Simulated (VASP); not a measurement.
# SiC (P6_3mc) in VASP: further runs

SiC is run at these levels: PBE; tasks: single point, relaxation of cell and atoms.

Program: VASP 6.6.1. These are calculated values, not measurements. Logs are shortened: lines on timing, memory, paths and dates and some standing lists are left out, and cuts for length are marked.

## Step 1: The cell of the first run

The structure is hexagonal, space group P6_3mc (No. 186). The conventional cell has a = 3.094 Å, b = 3.094 Å, c = 10.129 Å, α = 90.00°, β = 90.00°, γ = 120.00°. Within 2.5 Å of Si (site symmetry 3m) lie 4 C at 1.90 Å. Within 2.5 Å of Si (site symmetry 3m) lie 4 C at 1.89 to 1.90 Å. C (site symmetry 3m) has 4 Si at 1.89 to 1.90 Å within 2.5 Å. C (site symmetry 3m) has 4 Si at 1.90 Å within 2.5 Å.

## Step 2: Single point, PBE

Contents of INCAR:

```
ALGO = Normal
EDIFF = 1E-7
ENCUT = 520
GGA = PE
ISIF = 2
ISMEAR = 0
LASPH = T
LCHARG = F
LREAL = F
LWAVE = F
NBANDS = 26
NELM = 100
PREC = Accurate
SIGMA = 0.01
```

Contents of KPOINTS:

```
k-points
0
Gamma
  12 12 3
```

Contents of POSCAR:

```
SiC
1.0
    3.0940987069      0.0000000000      0.0000000000
   -1.5470493534      2.6795680820      0.0000000000
    0.0000000000      0.0000000000     10.1292849608
Si C
4 4
Direct
    0.0000000000      0.0000000000     -0.0000949214
    0.3333333333      0.6666666667      0.2498497249
    0.6666666667      0.3333333333      0.4999050786
    0.3333333333      0.6666666667      0.7498497249
    0.0000000000      0.0000000000      0.1879423444
    0.3333333333      0.6666666667      0.4373028521
    0.6666666667      0.3333333333      0.6879423444
    0.3333333333      0.6666666667      0.9373028521
```

Potentials or basis: VASP PAW PBE potentials, release 64 (Si, C).

Launch:

```console
$ cat potpaw_PBE.64/Si/POTCAR potpaw_PBE.64/C/POTCAR > POTCAR
$ mpirun -np 1 vasp_std > vasp.out
```

OUTCAR:

```text
EDIFF = 1E-7
   ENCUT = 520
   GGA = PE
   ISIF = 2
   ISMEAR = 0
   LASPH = T
   LREAL = F
   NELM = 100
   PREC = Accurate

 ion  position               nearest neighbor table
   1  0.000  0.000  1.000-   8 1.90   8 1.90   8 1.90   5 1.90   2 3.10   2 3.10   2 3.10   4 3.10
                             4 3.10   4 3.10
   2  0.333  0.667  0.250-   5 1.89   5 1.89   5 1.89   6 1.90   1 3.10   1 3.10   1 3.10   3 3.10
                             3 3.10   3 3.10
   3  0.667  0.333  0.500-   6 1.90   6 1.90   6 1.90   7 1.90   4 3.10   4 3.10   4 3.10   2 3.10
                             2 3.10   2 3.10
   4  0.333  0.667  0.750-   7 1.89   7 1.89   7 1.89   8 1.90   3 3.10   3 3.10   3 3.10   1 3.10
                             1 3.10   1 3.10
   5  0.000  0.000  0.188-   2 1.89   2 1.89   2 1.89   1 1.90
   6  0.333  0.667  0.437-   3 1.90   3 1.90   3 1.90   2 1.90
   7  0.667  0.333  0.688-   4 1.89   4 1.89   4 1.89   3 1.90
   8  0.333  0.667  0.937-   1 1.90   1 1.90   1 1.90   4 1.90

  LATTYP: Found a hexagonal cell.
 ALAT       =     3.0940987069
 C/A-ratio  =     3.2737433160

  Lattice vectors:

 A1 = (   3.0940987069,   0.0000000000,   0.0000000000)
 A2 = (  -1.5470493534,   2.6795680820,   0.0000000000)
 A3 = (   0.0000000000,   0.0000000000,  10.1292849608)

Analysis of symmetry for initial positions (statically):
=====================================================================
 Subroutine PRICEL returns:
 Original cell was already a primitive cell.

 Routine SETGRP: Setting up the symmetry group for a
 hexagonal supercell.

 Subroutine GETGRP returns: Found 12 space group operations
 (whereof  6 operations were pure point group operations)
 out of a pool of 24 trial point group operations.

The static configuration has the point symmetry C_3v.
 The point group associated with its full space group is C_6v.

Analysis of symmetry for dynamics (positions and initial velocities):
=====================================================================
 Subroutine PRICEL returns:
 Original cell was already a primitive cell.

 Routine SETGRP: Setting up the symmetry group for a
 hexagonal supercell.

 Subroutine GETGRP returns: Found 12 space group operations
 (whereof  6 operations were pure point group operations)
 out of a pool of 24 trial point group operations.

The dynamic configuration has the point symmetry C_3v.
 The point group associated with its full space group is C_6v.

 Subroutine INISYM returns: Found 12 space group operations
 (whereof  6 operations are pure point group operations),
 and found     1 'primitive' translations

----------------------------------------------------------------------------------------

                                     Primitive cell

  volume of cell :      83.9804

  direct lattice vectors                    reciprocal lattice vectors
     3.094098707  0.000000000  0.000000000     0.323195895  0.186597237  0.000000000
    -1.547049353  2.679568082  0.000000000     0.000000000  0.373194474  0.000000000
     0.000000000  0.000000000 10.129284961     0.000000000  0.000000000  0.098723652

  length of vectors
     3.094098707  3.094098707 10.129284961     0.373194474  0.373194474  0.098723652

  position of ions in fractional coordinates (direct lattice)
     0.000000000  0.000000000  0.999905079
     0.333333333  0.666666667  0.249849725
     0.666666667  0.333333333  0.499905079
     0.333333333  0.666666667  0.749849725
     0.000000000  0.000000000  0.187942344
     0.333333333  0.666666667  0.437302852
     0.666666667  0.333333333  0.687942344
     0.333333333  0.666666667  0.937302852

  ion indices of the primitive-cell ions
   primitive index   ion index
                 1           1
                 2           2
                 3           3
                 4           4
                 5           5
                 6           6
                 7           7
                 8           8

----------------------------------------------------------------------------------------

 KPOINTS: k-points

Automatic generation of k-mesh.
 Grid dimensions read from file:
 generate k-points for:   12   12    3

 Generating k-lattice:

  Cartesian coordinates                     Fractional coordinates (reciprocal lattice)
     0.026932991  0.015549770  0.000000000     0.083333333  0.000000000  0.000000000
     0.000000000  0.031099539  0.000000000     0.000000000  0.083333333  0.000000000
     0.000000000  0.000000000  0.032907884     0.000000000  0.000000000  0.333333333

  Length of vectors
     0.031099539  0.031099539  0.032907884

  Shift w.r.t. Gamma in fractional coordinates (k-lattice)
     0.000000000  0.000000000  0.000000000

 Subroutine IBZKPT returns following result:
 ===========================================

 Found     38 irreducible k-points:

 Following reciprocal coordinates:
            Coordinates               Weight
  0.000000  0.000000  0.000000      1.000000
  0.083333  0.000000  0.000000      6.000000
  0.166667  0.000000  0.000000      6.000000
  0.250000  0.000000  0.000000      6.000000
  0.333333 -0.000000  0.000000      6.000000
  0.416667 -0.000000  0.000000      6.000000
[... 16 lines left out ...]
  0.250000  0.000000  0.333333     12.000000
  0.333333 -0.000000  0.333333     12.000000
 [... further k-points ...]
   k-points           NKPTS =     38   k-points in BZ     NKDIM =     38   number of bands    NBANDS=     26
   number of dos      NEDOS =    301   number of ions     NIONS =      8
   total plane-waves  NPLWV =  46080
   dimension x,y,z NGX =    24 NGY =   24 NGZ =   80
   dimension x,y,z NGXF=    48 NGYF=   48 NGZF=  160
   ions per type =               4   4
   NGX,Y,Z   is equivalent  to a cutoff of  12.90, 12.90, 13.13 a.u.
   NGXF,Y,Z  is equivalent  to a cutoff of  25.79, 25.79, 26.26 a.u.
 SYSTEM =  unknown system
   PREC   = accura    normal or accurate (medium, high low for compatibility)
   ISTART =      0    job   : 0-new  1-cont  2-samecut
   ICHARG =      2    charge: 1-file 2-atom 10-const
   ISPIN  =      1    spin polarized calculation?
   LNONCOLLINEAR =      F non collinear calculations
   LSORBIT =      F    spin-orbit coupling
   LASPH  =      T    aspherical Exc in radial PAW
   ENCUT  =  520.0 eV  38.22 Ry    6.18 a.u.   5.75  5.75 18.83*2*pi/ulx,y,z
   NELM   =    100;   NELMIN=  2; NELMDL= -5     # of ELM steps
   EDIFF  = 0.1E-06   stopping-criterion for ELM
   LREAL  =      F    real-space projection
   EDIFFG = 0.1E-05   stopping-criterion for IOM
   NSW    =      0    number of steps for IOM
   IBRION =     -1    ionic relax: 0-MD 1-quasi-New 2-CG
   NFREE  =      0    steps in history (QN), initial steepest desc. (CG)
   ISIF   =      2    stress and relaxation
   ISYM   =      2    0-nonsym 1-usesym 2-fastsym
   POTIM  = 0.5000    time-step for ionic-motion
   TEBEG  =    0.0;   TEEND  =   0.0 temperature during run
   PSTRESS=    0.0 pullay stress
   NELECT =      32.0000    total number of electrons
   NUPDOWN=      -1.0000    fix difference up-down
   EMIN   =  10.00;   EMAX   =-10.00  energy-range for DOS
   EFERMI =   0.00;   METHOD = LEGACY
   ISMEAR =     0;   SIGMA  =   0.01  broadening in eV -4-tet -1-fermi 0-gaus
   EFERMI_NEDOS =   21; number of points for ismear=-14 and -15
   IALGO  =     38    algorithm
   IMIX   =      4    mixing-type and parameters
     AMIX     =   0.40;   BMIX     =  1.00
     AMIX_MAG =   1.60;   BMIX_MAG =  1.00
  volume/ion in A,a.u.               =      10.50        70.84
  Fermi-wavevector in a.u.,A,eV,Ry     =   1.186858  2.242837 19.165614  1.408633
  Thomas-Fermi vector in A             =   2.323022
   LORBIT       =      0    0 simple, 1 ext, 2 COOP (PROOUT), +10 PAW based schemes
   GGA     = PE    functional components
   LHFCALC =     F    Hartree Fock is set to
   AEXX    =    0.0000 exact exchange contribution
   IVDW    =     0    specifies the selected vdW correction
   LEPSILON=     F    determine dielectric tensor
   LRPA    =     F    only Hartree local field effects (RPA)
 non-spin polarized calculation
 Gauss-broadening in eV      SIGMA  =   0.01
  energy-cutoff  :      520.00
  volume of cell :       83.98
 maximum number of plane-waves:      2284
 NGX is ok and might be reduce to    24
   NGX = 11   NGY = 11   NGZ = 37

 number of electron      32.0000001 magnetization

 Free energy of the ion-electron system (eV)
  ---------------------------------------------------
  ext. energy  EPLUGINS =         0.00000000
  ---------------------------------------------------
  free energy    TOTEN  =       -60.24901508 eV

  energy without entropy =      -60.24901508  energy(sigma->0) =      -60.24901508

 E-fermi :   8.1075     XC(G=0): -11.2899

 val. band max:        8.0110219582   @ k =   0.0000   0.0000   0.0000
 cond. band min:      10.2339075702   @ k =   0.5000   0.0000   0.0000
 fundamental gap:      2.2228856120
 Fermi energy:         8.1075181824

 k-point     1 :       0.0000    0.0000    0.0000
  band No.  band energies     occupation
      1      -7.3546      2.00000
      2      -6.1915      2.00000
      3      -6.1557      2.00000
      4      -3.8426      2.00000
      5      -0.5167      2.00000
      6       3.6585      2.00000
[... 18 lines left out ...]
     25      15.2998      0.00000
     26      15.9856      0.00000

 k-point     2 :       0.0833    0.0000    0.0000
  band No.  band energies     occupation
      1      -7.2355      2.00000
      2      -6.0763      2.00000
      3      -6.0400      2.00000
      4      -3.7419      2.00000
      5      -0.4080      2.00000
      6       3.6943      2.00000
[... 18 lines left out ...]
     25      15.3648      0.00000
     26      15.8701      0.00000

 k-point     3 :       0.1667    0.0000    0.0000
  band No.  band energies     occupation
      1      -6.8809      2.00000
      2      -5.7349      2.00000
      3      -5.6966      2.00000
      4      -3.4490      2.00000
      5      -0.0919      2.00000
      6       3.6665      2.00000
[... 18 lines left out ...]
     25      15.9236      0.00000
     26      16.1018      0.00000

 k-point     4 :       0.2500    0.0000    0.0000
  band No.  band energies     occupation
      1      -6.3016      2.00000
      2      -5.1829      2.00000
      3      -5.1405      2.00000
      4      -3.0016      2.00000
      5       0.3794      2.00000
      6       2.7603      2.00000
[... 18 lines left out ...]
     25      16.4149      0.00000
     26      16.9676      0.00000

 k-point     5 :       0.3333   -0.0000    0.0000
  band No.  band energies     occupation
      1      -5.5235      2.00000
      2      -4.4625      2.00000
      3      -4.4104      2.00000
      4      -2.5199      2.00000
      5       0.6831      2.00000
      6       1.4130      2.00000
[... 18 lines left out ...]
     25      16.6047      0.00000
     26      16.9235      0.00000

 k-point     6 :       0.4167   -0.0000    0.0000
  band No.  band energies     occupation
      1      -4.6203      2.00000
      2      -3.7175      2.00000
      3      -3.6289      2.00000
      4      -2.3477      2.00000
      5       0.0390      2.00000
      6       0.3856      2.00000
[... 427 lines left out ...]
 k-point    21 :       0.0833    0.0000    0.3333
  band No.  band energies     occupation
      1      -7.1016      2.00000
      2      -6.7043      2.00000
      3      -5.2032      2.00000
      4      -4.2671      2.00000
      5       0.3301      2.00000
      6       1.8884      2.00000
[... 18 lines left out ...]
     25      15.4180      0.00000
     26      15.6086      0.00000

 k-point    22 :       0.1667    0.0000    0.3333
  band No.  band energies     occupation
      1      -6.7483      2.00000
      2      -6.3548      2.00000
      3      -4.8730      2.00000
      4      -3.9566      2.00000
      5       0.6096      2.00000
      6       2.0765      2.00000
[... 18 lines left out ...]
     25      15.9600      0.00000
     26      16.0465      0.00000

 k-point    23 :       0.2500    0.0000    0.3333
  band No.  band energies     occupation
      1      -6.1714      2.00000
      2      -5.7858      2.00000
      3      -4.3447      2.00000
      4      -3.4715      2.00000
      5       0.9696      2.00000
      6       2.0811      2.00000
[... 18 lines left out ...]
     25      16.6734      0.00000
     26      16.6986      0.00000

 k-point    24 :       0.3333   -0.0000    0.3333
  band No.  band energies     occupation
      1      -5.3983      2.00000
      2      -5.0289      2.00000
      3      -3.6775      2.00000
      4      -2.9046      2.00000
      5       0.8468      2.00000
      6       1.2132      2.00000
[... 18 lines left out ...]
     25      16.4441      0.00000
     26      16.8422      0.00000

 [... further k-points ...]

------------------------ aborting loop because EDIFF is reached ----------------------------------------

  FORCE on cell =-STRESS in cart. coord.  units (eV):
  Direction    XX          YY          ZZ          XY          YZ          ZX
  --------------------------------------------------------------------------------------
  -------------------------------------------------------------------------------------
  Total       -0.0247870     -0.0247870     -0.0217498     -0.0000000      0.0000000      0.0000000
  in kB       -0.4728868     -0.4728868     -0.4149428     -0.0000000      0.0000000      0.0000000
  external PRESSURE =      -0.4535721 kB  Pullay stress =       0.0000000 kB

 VOLUME and BASIS-vectors are now :
 -----------------------------------------------------------------------------
  energy-cutoff  :      520.00
  volume of cell :       83.98
      direct lattice vectors                 reciprocal lattice vectors
     3.094098707  0.000000000  0.000000000     0.323195895  0.186597237  0.000000000
    -1.547049353  2.679568082  0.000000000     0.000000000  0.373194474  0.000000000
     0.000000000  0.000000000 10.129284961     0.000000000  0.000000000  0.098723652

 POSITION                                       TOTAL-FORCE (eV/Angst)
 -----------------------------------------------------------------------------------
      0.00000      0.00000     10.12832         0.000000      0.000000     -0.001006
     -0.00000      1.78638      2.53080        -0.000000      0.000000      0.001493
      1.54705      0.89319      5.06368        -0.000000      0.000000     -0.001006
     -0.00000      1.78638      7.59544         0.000000      0.000000      0.001493
      0.00000      0.00000      1.90372         0.000000      0.000000      0.000100
     -0.00000      1.78638      4.42957         0.000000     -0.000000     -0.000587
      1.54705      0.89319      6.96836        -0.000000     -0.000000      0.000100
     -0.00000      1.78638      9.49421        -0.000000      0.000000     -0.000587
 -----------------------------------------------------------------------------------
    total drift:                                0.000000     -0.000000      0.000968

  FREE ENERGIE OF THE ION-ELECTRON SYSTEM (eV)
  ---------------------------------------------------
  free  energy   TOTEN  =       -60.2490150787 eV

  energy  without entropy=      -60.2490150787  energy(sigma->0) =      -60.24901508
```

It took 53 s on 1 thread of AMD EPYC 9R14 (Zen 4), shared host; peak memory 0.19 GiB.

What came out:

```
Free energy            : -60.2490 eV
Pressure               : 0.0 GPa
Band gap on the k mesh : 2.22 eV (least direct gap 3.34 eV)
```

Caveat: an odd mesh through Γ misses points on the zone boundary, where band edges can lie.

## Step 3: Relaxation of cell and atoms, PBE

This run uses another cell than the first one, of 10.35 Å³/atom.

Contents of INCAR:

```
  PREC = Accurate
  ENCUT = 600
  EDIFF = 1E-7
  ISMEAR = 0
  SIGMA = 0.01
  LREAL = F
  LASPH = T
  NELM = 100
  ALGO = Normal
  ISIF = 3
  LWAVE = F
  LCHARG = F
  GGA = PE
  IBRION = 2
  NSW = 80
  EDIFFG = -0.002
```

Contents of KPOINTS:

```
Automatic mesh
0
Gamma
  12 12 3
```

Contents of POSCAR:

```
SiC
1.0
    3.0800000000      0.0000000000      0.0000000000
   -1.5400000000      2.6673582437      0.0000000000
    0.0000000000      0.0000000000     10.0800000000
Si C
4 4
Direct
    0.0000000000      0.0000000000      0.0000000000
    0.3333333333      0.6666666667      0.2500000000
    0.6666666667      0.3333333333      0.5000000000
    0.3333333333      0.6666666667      0.7500000000
    0.0000000000      0.0000000000      0.1875000000
    0.3333333333      0.6666666667      0.4375000000
    0.6666666667      0.3333333333      0.6875000000
    0.3333333333      0.6666666667      0.9375000000
```

Potentials or basis: VASP PAW PBE potentials, release 64 (Si, C).

Launch:

```console
$ cat potpaw_PBE.64/Si/POTCAR potpaw_PBE.64/C/POTCAR > POTCAR
$ mpirun -np 1 vasp_std > vasp.out
```

Wall time 3.3 min (1 thread of AMD EPYC 9R14 (Zen 4), shared host); peak memory 0.24 GiB.

It converged, with:

- Free energy: -60.2534 eV
- Relaxed volume: 10.49 Å³/atom
- Relaxed cell: a = 3.093 Å, b = 3.093 Å, c = 10.127 Å, α = 90.00°, β = 90.00°, γ = 120.00°
- Space group after relaxing (to 0.1 Å): P6_3mc (No. 186)
- Energy gained by relaxing: 1.3 meV/atom
- Ionic steps: 7
- Pressure after relaxing: 0.0 GPa
- Band gap on the k mesh: 2.22 eV (least direct gap 3.34 eV)

The path:
```
step  energy change (eV)  largest force (eV/Å)  pressure (GPa)  volume (Å³)
   1              0.0000                0.1446            2.88        82.81
   2              0.0001                0.0850           -2.81        85.06
   3             -0.0106                0.0262           -0.03        83.92
   4             -0.0106                0.0120            0.00        83.91
   5             -0.0106                0.0041            0.00        83.91
   6             -0.0106                0.0034            0.00        83.91
   7             -0.0106                0.0006            0.00        83.91
```

Final structure:
```xyz
8
Lattice="3.0932 0.0000 0.0000 -1.5466 2.6788 0.0000 0.0000 0.0000 10.1267" Properties=species:S:1:pos:R:3 pbc="T T T"
Si    0.0000    0.0000   10.1258
Si    0.0000    1.7859    2.5302
Si    1.5466    0.8929    5.0624
Si    0.0000    1.7859    7.5936
C     0.0000    0.0000    1.9032
C     0.0000    1.7859    4.4284
C     1.5466    0.8929    6.9666
C     0.0000    1.7859    9.4918
```

Levels at points of the mesh, in eV from the valence-band top:
```
           k point  band 12  band 13  band 14  band 15  band 16  band 17  band 18  band 19  band 20  band 21
(0.00, 0.00, 0.00)    -0.58    -0.58    -0.05     0.00     0.00     4.97     5.55     6.13     6.19     6.89
(0.50, 0.00, 0.00)    -2.37    -2.34    -2.20    -1.57    -1.12     2.22     2.34     4.18     4.66     5.24
```

Caveat: an odd mesh through Γ misses points on the zone boundary, where band edges can lie.
